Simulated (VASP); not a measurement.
# KF (Fmmm) in VASP: a series of runs, part 2 of 2

VASP 6.6.1. The steps go on from the part before.

### Step 3. Single point, PBE (normal strain along x -0.0700, normal strain along z -0.1125)

Input file INCAR:

```
SYSTEM = KF
PREC = Accurate
ENCUT = 520
EDIFF = 1E-6
ISMEAR = 0
SIGMA = 0.05
LREAL = .FALSE.
LASPH = .TRUE.
NELM = 80
ALGO = Normal
ISIF = 2
LWAVE = .FALSE.
LCHARG = .FALSE.
GGA = PE
NBANDS = 15
```

Input file KPOINTS:

```
regular mesh
0
G
  8 8 8
  0 0 0
```

Input file POSCAR:

```
KF
1.0
    0.0000000000      2.7105354767      2.4056002356
    2.5207979933      0.0000000000      2.4056002356
    2.5207979933      2.7105354767      0.0000000000
K F
1 1
Direct
    0.0000000000      0.0000000000      0.0000000000
    0.5000000000      0.5000000000      0.5000000000
```

Potentials or basis: VASP PAW PBE potentials, release 64 (K_sv, F).

The run is started by

```
$ cat potpaw_PBE.64/K_sv/POTCAR potpaw_PBE.64/F/POTCAR > POTCAR
$ mpirun -np 1 vasp_std > vasp.out
```

OUTCAR:

```text
SYSTEM = KF
   PREC = Accurate
   ENCUT = 520
   EDIFF = 1E-6
   ISMEAR = 0
   LREAL = .FALSE.
   LASPH = .TRUE.
   NELM = 80
   ISIF = 2
   GGA = PE

 ion  position               nearest neighbor table
   1  0.000  0.000  0.000-   2 2.41   2 2.41   2 2.52   2 2.52   2 2.71   2 2.71
   2  0.500  0.500  0.500-   1 2.41   1 2.41   1 2.52   1 2.52   1 2.71   1 2.71

  LATTYP: Found a face centered orthorhombic cell.
 ALAT       =     4.8112004712
 B/A-ratio  =     1.0478873239
 C/A-ratio  =     1.1267605634

  Lattice vectors:

[... 620 lines left out ...]

  FORCE on cell =-STRESS in cart. coord.  units (eV):
  Direction    XX          YY          ZZ          XY          YZ          ZX
  --------------------------------------------------------------------------------------
  -------------------------------------------------------------------------------------
  Total        2.1435246      0.6679976      3.7400338      0.0000000      0.0000000     -0.0000000
  in kB      104.4702093     32.5565870    182.2802068      0.0000000      0.0000000     -0.0000000
  external PRESSURE =     106.4356677 kB  Pullay stress =       0.0000000 kB

 VOLUME and BASIS-vectors are now :
 -----------------------------------------------------------------------------
  energy-cutoff  :      520.00
  volume of cell :       32.87
      direct lattice vectors                 reciprocal lattice vectors
     0.000000000  2.710535477  2.405600236    -0.198349888  0.184465396  0.207848333
     2.520797993  0.000000000  2.405600236     0.198349888 -0.184465396  0.207848333
     2.520797993  2.710535477  0.000000000     0.198349888  0.184465396 -0.207848333

 POSITION                                       TOTAL-FORCE (eV/Angst)
 -----------------------------------------------------------------------------------
      0.00000      0.00000      0.00000         0.000000      0.000000      0.000000
      2.52080      2.71054      2.40560         0.000000      0.000000     -0.000000
 -----------------------------------------------------------------------------------
    total drift:                                0.000000      0.000000      0.000000

  FREE ENERGIE OF THE ION-ELECTRON SYSTEM (eV)
  ---------------------------------------------------
  free  energy   TOTEN  =        -8.0359967509 eV

  energy  without entropy=       -8.0359967509  energy(sigma->0) =       -8.03599675
```

stdout:

```text
POSCAR found type information on POSCAR K F
 POSCAR found :  2 types and       2 ions
 scaLAPACK will be used
 LDA part: xc-table for (Slater+PW92), standard interpolation
 POSCAR, INCAR and KPOINTS ok, starting setup
 FFT: planning ... GRIDC
 FFT: planning ... GRID_SOFT
 FFT: planning ... GRID
 WAVECAR not read
 entering main loop
```

Run time: 20 s. Hardware: 1 thread of Intel Xeon 6975P-C (Granite Rapids), shared host; peak memory 0.18 GiB.

What came out:

* Free energy: -8.0360 eV
* Pressure: 10.6 GPa
* Band gap on the k mesh: 6.69 eV (least direct gap 6.73 eV)

Levels at points of the mesh, in eV from the valence-band top:
| k point | band 6 | band 7 | band 8 | band 9 | band 10 | band 11 |
| --- | --- | --- | --- | --- | --- | --- |
| (0.00, 0.00, 0.00) | -0.36 | -0.22 | -0.03 | 6.69 | 10.48 | 10.99 |
| (0.50, 0.00, 0.00) | -1.20 | -0.75 | -0.73 | 9.42 | 11.50 | 12.33 |
| (0.50, 0.50, 0.00) | -0.38 | -0.19 | -0.06 | 7.88 | 11.03 | 13.33 |
| (0.50, 0.00, 0.50) | -0.52 | -0.23 | -0.03 | 8.33 | 11.00 | 12.22 |
| (0.00, 0.50, 0.50) | -0.40 | -0.28 | 0.00 | 8.12 | 10.89 | 12.89 |

Caveat: the cell differs from its parent crystal (normal strain along x -0.0700, normal strain along z -0.1125); the cell stands under pressure. A k mesh can miss the band edges.

### Step 4. Single point, PBE (normal strain along x +0.0700, normal strain along z -0.0750)

Input file INCAR:

```
ALGO = Normal
EDIFF = 1E-6
ENCUT = 520
GGA = PE
ISIF = 2
ISMEAR = 0
LASPH = True
LCHARG = False
LREAL = False
LWAVE = False
NBANDS = 15
NELM = 60
PREC = Accurate
SIGMA = 0.05
```

Input file KPOINTS:

```
k-points
0
Gamma
  8 8 8
```

Input file POSCAR:

```
KF
1.0
    0.0000000000      2.7105354767      2.5072453159
    2.9002729601      0.0000000000      2.5072453159
    2.9002729601      2.7105354767      0.0000000000
K F
1 1
Direct
    0.0000000000      0.0000000000      0.0000000000
    0.5000000000      0.5000000000      0.5000000000
```

The run is started by

```
$ cat potpaw_PBE.64/K_sv/POTCAR potpaw_PBE.64/F/POTCAR > POTCAR
$ mpirun -np 1 vasp_std > vasp.out
```

Wall time 80 s (1 thread of Intel Xeon 8259CL, shared host); peak memory 0.2 GiB.

The run converged. Its results:

- Free energy: -8.2292 eV
- Pressure: 1.6 GPa
- Band gap on the k mesh: 5.79 eV

Stress tensor (GPa, compression positive):
```
-1.81  0.00  0.00
 0.00  0.41  0.00
 0.00  0.00  6.29
```

Levels at points of the mesh, in eV from the valence-band top:
```csv
k point,band 4,band 5,band 6,band 7,band 8,band 9,band 10,band 11,band 12,band 13
"(0.00, 0.00, 0.00)",-9.58,-9.57,-0.21,-0.16,0.00,5.79,10.15,10.55,10.94,11.57
"(0.50, 0.00, 0.00)",-9.67,-9.51,-0.91,-0.50,-0.47,8.75,10.19,11.50,12.25,13.84
"(0.50, 0.50, 0.00)",-9.88,-9.82,-0.29,-0.23,-0.14,7.81,10.17,12.10,13.33,13.56
"(0.50, 0.00, 0.50)",-9.85,-9.73,-0.37,-0.28,-0.04,8.17,9.93,11.36,13.28,13.30
"(0.00, 0.50, 0.50)",-9.75,-9.67,-0.49,-0.21,-0.04,8.34,10.01,10.73,13.39,13.64
```

Caveat: the cell differs from its parent crystal (normal strain along x +0.0700, normal strain along z -0.0750).

### Step 5. Single point, PBE (normal strain along x -0.0700, normal strain along z +0.0750)

Input file INCAR:

```
SYSTEM = KF
PREC = Accurate ; ENCUT = 520
EDIFF = 1E-6 ; ISMEAR = 0
SIGMA = 0.05 ; LREAL = .FALSE.
LASPH = .TRUE. ; NELM = 80
ALGO = Normal ; ISIF = 2
LWAVE = .FALSE. ; LCHARG = .FALSE.
GGA = PE ; NBANDS = 15
```

Input file KPOINTS:

```
Automatic mesh
0
G
  8 8 8
  0 0 0
```

Input file POSCAR:

```
KF
1.0
    0.0000000000      2.7105354767      2.9138256375
    2.5207979933      0.0000000000      2.9138256375
    2.5207979933      2.7105354767      0.0000000000
K F
1 1
Direct
    0.0000000000      0.0000000000      0.0000000000
    0.5000000000      0.5000000000      0.5000000000
```

The run is started by

```
$ cat potpaw_PBE.64/K_sv/POTCAR potpaw_PBE.64/F/POTCAR > POTCAR
$ mpirun -np 1 vasp_std > vasp.out
```

Wall time 94 s (1 thread of Intel Xeon 8259CL, shared host); peak memory 0.2 GiB.

The run converged. Its results:

| Property | Result |
| --- | --- |
| Free energy | -8.2354 eV |
| Pressure | 1.3 GPa |
| Band gap on the k mesh | 5.76 eV |

Stress tensor (GPa, compression positive):
```
 5.48  0.00  0.00
 0.00  0.26  0.00
 0.00  0.00 -1.98
```

Levels at points of the mesh, in eV from the valence-band top:
| k point | band 6 | band 7 | band 8 | band 9 | band 10 | band 11 |
| --- | --- | --- | --- | --- | --- | --- |
| (0.00, 0.00, 0.00) | -0.20 | -0.14 | 0.00 | 5.76 | 10.12 | 10.55 |
| (0.50, 0.00, 0.00) | -0.89 | -0.48 | -0.45 | 8.72 | 10.13 | 11.48 |
| (0.50, 0.50, 0.00) | -0.48 | -0.19 | -0.04 | 8.34 | 9.97 | 10.65 |
| (0.50, 0.00, 0.50) | -0.36 | -0.26 | -0.05 | 8.16 | 9.90 | 11.32 |
| (0.00, 0.50, 0.50) | -0.28 | -0.22 | -0.15 | 7.82 | 10.12 | 12.01 |

Caveat: the cell differs from its parent crystal (normal strain along x -0.0700, normal strain along z +0.0750). A k mesh can miss the band edges.

### Step 6. The runs side by side

```tsv
cell	gap on the mesh (eV)	pressure (GPa)
a = 3.557, b = 3.415, c = 3.702 Å, angles 59.8, 56.1, 64.1°, 2 atoms	6.61	15.8
a = 3.624, b = 3.484, c = 3.702 Å, angles 60.5, 56.8, 62.7°, 2 atoms	6.69	10.6
a = 3.692, b = 3.834, c = 3.970 Å, angles 56.4, 59.9, 63.6°, 2 atoms	5.79	1.6
a = 3.980, b = 3.853, c = 3.702 Å, angles 63.5, 60.1, 56.4°, 2 atoms	5.76	1.3
```

Alike in all rows: task single point; level PBE; potentials or basis VASP PAW PBE potentials, release 64 (K_sv, F); no spin polarisation; k mesh 8 × 8 × 8; cutoff (eV) 520; smearing gaussian 0.05 eV.

Caveats: the cell stands under pressure (at least some runs).

Total energies depend on the potentials used, so only differences within one code and one set of settings carry meaning.
